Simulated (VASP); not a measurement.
# Sr2Br (Pmmn) in VASP: single point with PBE

Aim: the single point of Sr2Br with PBE.

All numbers are computed with VASP 6.6.1; they aren't measurements. Logs are shortened: lines on timing, memory, paths and dates and some standing lists are left out, and cuts for length are marked.

## (1) The cell of the first run

The structure is orthorhombic, space group Pmmn (No. 59). The conventional cell has a = 4.093 Å, b = 7.697 Å, c = 8.162 Å, α = 90.00°, β = 90.00°, γ = 90.00°. Within 4.3 Å of Sr (site symmetry m) lie 3 Br at 3.31 to 3.47 Å and 6 Sr at 3.84 to 4.09 Å. Br (site symmetry mm2) has 6 Sr at 3.31 to 3.47 Å and 6 Br at 4.09 to 4.41 Å within 4.5 Å.

## (2) Single point, PBE

Input file INCAR:

```
PREC = Accurate
ENCUT = 520
EDIFF = 1E-6
ISMEAR = 0
SIGMA = 0.1
LREAL = F
LASPH = T
NELM = 80
ALGO = Normal
ISIF = 2
LWAVE = F
LCHARG = T
GGA = PE
LELF = T
LVHAR = T
NBANDS = 36
```

Input file KPOINTS:

```
Automatic mesh
0
Gamma
  10 6 6
```

Input file POSCAR:

```
Sr2Br
1.0
    4.0925826501      0.0000000000      0.0000000000
    0.0000000000      7.6966919341      0.0000000000
    0.0000000000      0.0000000000      8.1617281754
Sr Br
4 2
Direct
    0.0000000000      0.7506425604      0.2889850719
    0.0000000000      0.2493574396      0.2889850719
    0.5000000000      0.2506425604      0.7110149281
    0.5000000000      0.7493574396      0.7110149281
    0.0000000000      0.0000000000      0.9592015646
    0.5000000000      0.5000000000      0.0407984354
```

Potentials or basis: VASP PAW PBE potentials, release 64 (Sr_sv, Br).

On the command line:

```
$ cat potpaw_PBE.64/Sr_sv/POTCAR potpaw_PBE.64/Br/POTCAR > POTCAR
$ mpirun -np 1 vasp_std > vasp.out
```

OUTCAR:

```text
PREC = Accurate
   ENCUT = 520
   EDIFF = 1E-6
   ISMEAR = 0
   LREAL = F
   LASPH = T
   NELM = 80
   ISIF = 2
   GGA = PE

 ion  position               nearest neighbor table
   1  0.000  0.751  0.289-   5 3.31   6 3.47   6 3.47   2 3.84   2 3.86   4 4.01   4 4.01
   2  0.000  0.249  0.289-   5 3.31   6 3.47   6 3.47   1 3.84   1 3.86   3 4.01   3 4.01
   3  0.500  0.251  0.711-   6 3.31   5 3.47   5 3.47   4 3.84   4 3.86   2 4.01   2 4.01
   4  0.500  0.749  0.711-   6 3.31   5 3.47   5 3.47   3 3.84   3 3.86   1 4.01   1 4.01
   5  0.000  0.000  0.959-   1 3.31   2 3.31   3 3.47   4 3.47   3 3.47   4 3.47
   6  0.500  0.500  0.041-   3 3.31   4 3.31   1 3.47   2 3.47   1 3.47   2 3.47

  LATTYP: Found a simple orthorhombic cell.
 ALAT       =     4.0925826501
 B/A-ratio  =     1.8806442269
 C/A-ratio  =     1.9942732678

  Lattice vectors:

 A1 = (   4.0925826501,   0.0000000000,   0.0000000000)
 A2 = (   0.0000000000,   7.6966919341,   0.0000000000)
 A3 = (   0.0000000000,   0.0000000000,   8.1617281754)

Analysis of symmetry for initial positions (statically):
=====================================================================
 Subroutine PRICEL returns:
 Original cell was already a primitive cell.

 Routine SETGRP: Setting up the symmetry group for a
 simple orthorhombic supercell.

 Subroutine GETGRP returns: Found  8 space group operations
 (whereof  4 operations were pure point group operations)
 out of a pool of  8 trial point group operations.

The static configuration has the point symmetry C_2v.
 The point group associated with its full space group is D_2h.

Analysis of symmetry for dynamics (positions and initial velocities):
=====================================================================
 Subroutine PRICEL returns:
 Original cell was already a primitive cell.

 Routine SETGRP: Setting up the symmetry group for a
 simple orthorhombic supercell.

 Subroutine GETGRP returns: Found  8 space group operations
 (whereof  4 operations were pure point group operations)
 out of a pool of  8 trial point group operations.

The dynamic configuration has the point symmetry C_2v.
 The point group associated with its full space group is D_2h.

 Subroutine INISYM returns: Found  8 space group operations
 (whereof  4 operations are pure point group operations),
 and found     1 'primitive' translations

----------------------------------------------------------------------------------------

                                     Primitive cell

  volume of cell :     257.0891

  direct lattice vectors                    reciprocal lattice vectors
     4.092582650  0.000000000  0.000000000     0.244344485  0.000000000  0.000000000
     0.000000000  7.696691934  0.000000000     0.000000000  0.129925949  0.000000000
     0.000000000  0.000000000  8.161728175     0.000000000  0.000000000  0.122523071

  length of vectors
     4.092582650  7.696691934  8.161728175     0.244344485  0.129925949  0.122523071

  position of ions in fractional coordinates (direct lattice)
     0.000000000  0.750642560  0.288985072
     0.000000000  0.249357440  0.288985072
     0.500000000  0.250642560  0.711014928
     0.500000000  0.749357440  0.711014928
     0.000000000  0.000000000  0.959201565
     0.500000000  0.500000000  0.040798435

  ion indices of the primitive-cell ions
   primitive index   ion index
                 1           1
                 2           2
                 3           3
                 4           4
                 5           5
                 6           6

----------------------------------------------------------------------------------------

 KPOINTS: Automatic mesh

Automatic generation of k-mesh.
 Grid dimensions read from file:
 generate k-points for:   10    6    6

 Generating k-lattice:

  Cartesian coordinates                     Fractional coordinates (reciprocal lattice)
     0.024434449  0.000000000  0.000000000     0.100000000  0.000000000  0.000000000
     0.000000000  0.021654325  0.000000000     0.000000000  0.166666667  0.000000000
     0.000000000  0.000000000  0.020420512     0.000000000  0.000000000  0.166666667

  Length of vectors
     0.024434449  0.021654325  0.020420512

  Shift w.r.t. Gamma in fractional coordinates (k-lattice)
     0.000000000  0.000000000  0.000000000

 Subroutine IBZKPT returns following result:
 ===========================================

 Found     96 irreducible k-points:

 Following reciprocal coordinates:
            Coordinates               Weight
  0.000000  0.000000  0.000000      1.000000
  0.100000  0.000000  0.000000      2.000000
  0.200000  0.000000  0.000000      2.000000
  0.300000  0.000000  0.000000      2.000000
  0.400000  0.000000  0.000000      2.000000
  0.500000  0.000000  0.000000      1.000000
[... 16 lines left out ...]
  0.400000  0.500000  0.000000      2.000000
  0.500000  0.500000  0.000000      1.000000
 [... further k-points ...]
   k-points           NKPTS =     96   k-points in BZ     NKDIM =     96   number of bands    NBANDS=     36
   number of dos      NEDOS =    301   number of ions     NIONS =      6
   total plane-waves  NPLWV = 115200
   dimension x,y,z NGX =    30 NGY =   60 NGZ =   64
   dimension x,y,z NGXF=    60 NGYF=  120 NGZF=  128
   ions per type =               4   2
   NGX,Y,Z   is equivalent  to a cutoff of  12.19, 12.96, 13.04 a.u.
   NGXF,Y,Z  is equivalent  to a cutoff of  24.37, 25.92, 26.07 a.u.
 SYSTEM =  unknown system
   PREC   = accura    normal or accurate (medium, high low for compatibility)
   ISTART =      0    job   : 0-new  1-cont  2-samecut
   ICHARG =      2    charge: 1-file 2-atom 10-const
   ISPIN  =      1    spin polarized calculation?
   LNONCOLLINEAR =      F non collinear calculations
   LSORBIT =      F    spin-orbit coupling
   LASPH  =      T    aspherical Exc in radial PAW
   ENCUT  =  520.0 eV  38.22 Ry    6.18 a.u.   7.61 14.31 15.18*2*pi/ulx,y,z
   NELM   =     80;   NELMIN=  2; NELMDL= -5     # of ELM steps
   EDIFF  = 0.1E-05   stopping-criterion for ELM
   LREAL  =      F    real-space projection
   EDIFFG = 0.1E-04   stopping-criterion for IOM
   NSW    =      0    number of steps for IOM
   IBRION =     -1    ionic relax: 0-MD 1-quasi-New 2-CG
   NFREE  =      0    steps in history (QN), initial steepest desc. (CG)
   ISIF   =      2    stress and relaxation
   ISYM   =      2    0-nonsym 1-usesym 2-fastsym
   POTIM  = 0.5000    time-step for ionic-motion
   TEBEG  =    0.0;   TEEND  =   0.0 temperature during run
   PSTRESS=    0.0 pullay stress
   NELECT =      54.0000    total number of electrons
   NUPDOWN=      -1.0000    fix difference up-down
   EMIN   =  10.00;   EMAX   =-10.00  energy-range for DOS
   EFERMI =   0.00;   METHOD = LEGACY
   ISMEAR =     0;   SIGMA  =   0.10  broadening in eV -4-tet -1-fermi 0-gaus
   EFERMI_NEDOS =   21; number of points for ismear=-14 and -15
   IALGO  =     38    algorithm
   IMIX   =      4    mixing-type and parameters
     AMIX     =   0.40;   BMIX     =  1.00
     AMIX_MAG =   1.60;   BMIX_MAG =  1.00
  volume/ion in A,a.u.               =      42.85       289.15
  Fermi-wavevector in a.u.,A,eV,Ry     =   0.973146  1.838980 12.884907  0.947014
  Thomas-Fermi vector in A             =   2.103502
   LORBIT       =      0    0 simple, 1 ext, 2 COOP (PROOUT), +10 PAW based schemes
   GGA     = PE    functional components
   LHFCALC =     F    Hartree Fock is set to
   AEXX    =    0.0000 exact exchange contribution
   IVDW    =     0    specifies the selected vdW correction
   LEPSILON=     F    determine dielectric tensor
   LRPA    =     F    only Hartree local field effects (RPA)
 non-spin polarized calculation
 Gauss-broadening in eV      SIGMA  =   0.10
  energy-cutoff  :      520.00
  volume of cell :      257.09
 maximum number of plane-waves:      6970
   NGX = 15   NGY = 29   NGZ = 31

 number of electron      54.0000003 magnetization

 Free energy of the ion-electron system (eV)
  ---------------------------------------------------
  ext. energy  EPLUGINS =         0.00000000
  ---------------------------------------------------
  free energy    TOTEN  =       -14.79643355 eV

  energy without entropy =      -14.77079707  energy(sigma->0) =      -14.78361531

 E-fermi :   2.7619     XC(G=0):  -7.7817

 val. band max:        2.7572483403   @ k =   0.2000   0.5000   0.3333
 cond. band min:       2.7640994668   @ k =   0.1000   0.1667   0.5000
 fundamental gap:      0.0068511266
 Fermi energy:         2.7618617150

 k-point     1 :       0.0000    0.0000    0.0000
  band No.  band energies     occupation
      1     -34.2750      2.00000
      2     -34.2643      2.00000
      3     -34.2566      2.00000
      4     -34.2462      2.00000
      5     -16.4804      2.00000
      6     -16.4276      2.00000
[... 28 lines left out ...]
     35       4.8957      0.00000
     36       5.3041      0.00000

 k-point     2 :       0.1000    0.0000    0.0000
  band No.  band energies     occupation
      1     -34.2740      2.00000
      2     -34.2638      2.00000
      3     -34.2556      2.00000
      4     -34.2457      2.00000
      5     -16.4757      2.00000
      6     -16.4218      2.00000
[... 28 lines left out ...]
     35       4.9007      0.00000
     36       5.0829      0.00000

 k-point     3 :       0.2000    0.0000    0.0000
  band No.  band energies     occupation
      1     -34.2711      2.00000
      2     -34.2624      2.00000
      3     -34.2529      2.00000
      4     -34.2444      2.00000
      5     -16.4629      2.00000
      6     -16.4117      2.00000
[... 28 lines left out ...]
     35       4.7366      0.00000
     36       4.9195      0.00000
[... 742 lines left out ...]
 k-point    23 :       0.4000    0.5000    0.0000
  band No.  band energies     occupation
      1     -34.2548      2.00000
      2     -34.2548      2.00000
      3     -34.2515      2.00000
      4     -34.2515      2.00000
      5     -16.3212      2.00000
      6     -16.3212      2.00000
[... 28 lines left out ...]
     35       4.6174      0.00000
     36       4.6174      0.00000

 k-point    24 :       0.5000    0.5000    0.0000
  band No.  band energies     occupation
      1     -34.2526      2.00000
      2     -34.2526      2.00000
      3     -34.2522      2.00000
      4     -34.2522      2.00000
      5     -16.3331      2.00000
      6     -16.3331      2.00000
[... 28 lines left out ...]
     35       4.4786      0.00000
     36       4.4786      0.00000

 [... further k-points ...]
[... 5 lines left out ...]
  --------------------------------------------------------------------------------------
  -------------------------------------------------------------------------------------
  Total        0.0369757      0.0319346      0.0119303      0.0000000      0.0000000      0.0000000
  in kB        0.2304325      0.1990163      0.0743493      0.0000000      0.0000000      0.0000000
  external PRESSURE =       0.1679327 kB  Pullay stress =       0.0000000 kB

 VOLUME and BASIS-vectors are now :
 -----------------------------------------------------------------------------
  energy-cutoff  :      520.00
  volume of cell :      257.09
      direct lattice vectors                 reciprocal lattice vectors
     4.092582650  0.000000000  0.000000000     0.244344485  0.000000000  0.000000000
     0.000000000  7.696691934  0.000000000     0.000000000  0.129925949  0.000000000
     0.000000000  0.000000000  8.161728175     0.000000000  0.000000000  0.122523071

 POSITION                                       TOTAL-FORCE (eV/Angst)
 -----------------------------------------------------------------------------------
      0.00000      5.77746      2.35862         0.000000      0.006454      0.013165
      0.00000      1.91923      2.35862         0.000000     -0.006454      0.013165
      2.04629      1.92912      5.80311         0.000000      0.006454     -0.013165
      2.04629      5.76757      5.80311         0.000000     -0.006454     -0.013165
      0.00000      0.00000      7.82874         0.000000      0.000000     -0.001587
      2.04629      3.84835      0.33299         0.000000      0.000000      0.001587
 -----------------------------------------------------------------------------------
    total drift:                                0.000000      0.000000      0.000000

  FREE ENERGIE OF THE ION-ELECTRON SYSTEM (eV)
  ---------------------------------------------------
  free  energy   TOTEN  =       -14.7964335522 eV

  energy  without entropy=      -14.7707970686  energy(sigma->0) =      -14.78361531
```

Wall time 28 min (1 thread of Intel Xeon 8259CL, shared host); peak memory 0.83 GiB.

What came out:

```yaml
Free_energy: -14.7964 eV
Pressure: 0.0 GPa
Largest_force: 0.015 eV/Å
Band_gap_on_the_k_mesh: zero (bands 27 and 28 overlap by 1.02 eV)
```

Forces in eV/Å, atoms in the order of the input:
```
Sr   0.000  0.006  0.013
Sr   0.000 -0.006  0.013
Sr   0.000  0.006 -0.013
Sr   0.000 -0.006 -0.013
Br   0.000  0.000 -0.002
Br   0.000  0.000  0.002
```
